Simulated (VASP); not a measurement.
Wanted: the native input for a VASP 6.6.1 run.

| Property | Result |
| --- | --- |
| Task | single point |
| Functional | PBE |
| Dispersion | D3(BJ) |
| Potentials or basis | VASP PAW PBE potentials, release 64 (C_h, O_h, H_h) |
| Cutoff | 1000 eV |
| k mesh | 1 × 1 × 1 |
| Occupations | fermi-dirac, width 0.05 eV |
| Spin | no spin polarisation |
| Dipole correction | no |
| Further INCAR settings | LREAL = Auto; ALGO = Normal; EDIFF = 1e-06; NBANDS = 70 |

The structure of H11C7O lies in POSCAR:

```
H11C7O
1.0
    8.9093790000      0.0000000000      0.0000000000
    0.0000000000      8.9093790000      0.0000000000
    0.0000000000      0.0000000000      8.9093790000
C O H
14 2 22
Direct
    0.9218751575      0.3366475878      0.5844373436
    0.8031651063      0.3845997479      0.4721036651
    0.4786244654      0.4233166428      0.7547528043
    0.5859426827      0.5352118773      0.8247004159
    0.5106080076      0.7582443544      0.4274655327
    0.4835334919      0.8228788397      0.5435559579
    0.8801330787      0.8214585259      0.8296907437
    0.8554179912      0.9063931572      0.7260327937
    0.1155963705     -0.0127095647      0.3082880689
    0.0502937994     -0.0076706982      0.1894404240
    0.0084627951      0.6061169472      0.1576768842
    0.0013903468      0.5008220897      0.0724174335
    0.3758491500      0.3448195292      0.1777020537
    0.4224165855      0.2177068630      0.1647920951
    0.7131443873      0.2552785579      0.4370233128
    0.5010320402      0.6450624739      0.9080998284
    0.6380562548      0.2840244292      0.3630462403
    0.7328258234      0.4747115916      0.5203925624
    0.8571137871      0.4294108303      0.3698251607
    0.9891793193      0.4337143977      0.6205640716
    0.8689776649      0.2864748778      0.6843340314
    0.9976901183      0.2531877112      0.5343126206
    0.5687466857      0.7279443849      0.9289495964
    0.6651510139      0.4770565981      0.9005881400
    0.6520839790      0.5918937816      0.7368584077
    0.5417260707      0.3379878443      0.6916170926
    0.4121985139      0.3665845472      0.8416310382
    0.4020131737      0.4800322227      0.6765796208
    0.4602377234      0.8787513420      0.6475934271
    0.5351411510      0.7005149626      0.3247817926
    0.8321761812      0.9806150648      0.6331304869
    0.9064900139      0.7431845815      0.9187334098
   -0.0061547377     -0.0039630486      0.0829852467
    0.1763419780     -0.0162524784      0.4122661293
   -0.0029626358      0.4068634714     -0.0026104413
    0.0173273312      0.7023465005      0.2300093882
    0.4606532082      0.1040017602      0.1525832866
    0.3301216259      0.4564353964      0.1853856340
```

These files were run (other wordings do the same):

INCAR

```
SYSTEM = H11C7O
PREC = Accurate
ENCUT = 1000
EDIFF = 1E-6
ISMEAR = -1
SIGMA = 0.05
LREAL = Auto
LASPH = .True.
NELM = 120
ALGO = Normal
ISIF = 2
LWAVE = .False.
LCHARG = .False.
GGA = PE
IVDW = 12
NBANDS = 70
GGA_COMPAT = .False.
```

KPOINTS

```
regular mesh
0
Gamma
  1 1 1
  0 0 0
```

Potentials or basis: VASP PAW PBE potentials, release 64 (C_h, O_h, H_h).

Run with:

```bash
$ cat potpaw_PBE.64/C_h/POTCAR potpaw_PBE.64/O_h/POTCAR potpaw_PBE.64/H_h/POTCAR > POTCAR
$ mpirun -np 1 vasp_gam > vasp.out
```

Results of the run:

| Item | Value |
| --- | --- |
| Pressure | -0.6 GPa |
| Largest force | 0.289 eV/Å |
| Band gap on the k mesh | 4.83 eV |
| Dispersion energy per atom | -0.030 eV |

Caveat: the k points lie up to 0.71 Å⁻¹ apart.

It took 5.9 min on 1 thread of Intel(R) Xeon(R) Platinum 8488C (Sapphire Rapids), with other jobs on the host, peak memory 1.5 GiB.
